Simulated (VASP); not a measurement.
A run of VASP 6.6.1:

INCAR

```
SYSTEM = Al12Ga
PREC = Accurate ; ENCUT = 520
EDIFF = 1E-6 ; ISMEAR = 0
SIGMA = 0.1 ; LREAL = .FALSE.
LASPH = .TRUE. ; NELM = 150
ALGO = Normal ; ISIF = 2
LWAVE = .FALSE. ; LCHARG = .TRUE.
ISPIN = 2 ; MAGMOM = 0 0 0 0 0 0 0 0 0 0 0 0 1
LORBIT = 11 ; LDIPOL = .TRUE.
IDIPOL = 3 ; DIPOL = 0.5 0.5 0.305
GGA = CA ; LELF = .TRUE.
LVHAR = .TRUE. ; LVACPOTAV = .TRUE.
NBANDS = 40
```

The input KPOINTS:

```
regular mesh
0
G
  5 5 1
  0 0 0
```

File POSCAR:

```
Al12Ga
1.0
    5.6343731020      0.0000000000      0.0000000000
    0.0000000000      5.6343731020      0.0000000000
    0.0000000000      0.0000000000     21.1039189491
Al Ga
12 1
Direct
    0.2500000000      0.2500000000      0.1895382564
    0.2500000000      0.7500000000      0.1895382564
    0.7500000000      0.2500000000      0.1895382564
    0.7500000000      0.7500000000      0.1895382564
    0.0000000000      0.0000000000      0.2867506898
    0.0000000000      0.5000000000      0.2867506898
    0.5000000000      0.0000000000      0.2867506898
    0.5000000000      0.5000000000      0.2867506898
    0.2500000000      0.2500000000      0.3840006668
    0.2500000000      0.7500000000      0.3840006668
    0.7500000000      0.2500000000      0.3840006668
    0.7500000000      0.7500000000      0.3840006668
    0.4166666667      0.4166666667      0.5256805135
```

Potentials or basis: VASP PAW LDA potentials, release 64 (Al, Ga_d).

Run with:

```sh
$ cat potpaw_LDA.64/Al/POTCAR potpaw_LDA.64/Ga_d/POTCAR > POTCAR
$ mpirun -np 1 vasp_std > vasp.out
```

Hardware: 1 thread of Intel(R) Xeon(R) Platinum 8488C (Sapphire Rapids) (shared host).

How long does it take, and how much memory?

It took 18 min on 1 thread of Intel(R) Xeon(R) Platinum 8488C (Sapphire Rapids) (shared host), peak memory 0.71 GiB. Counts: scf iterations 28, k points 9.
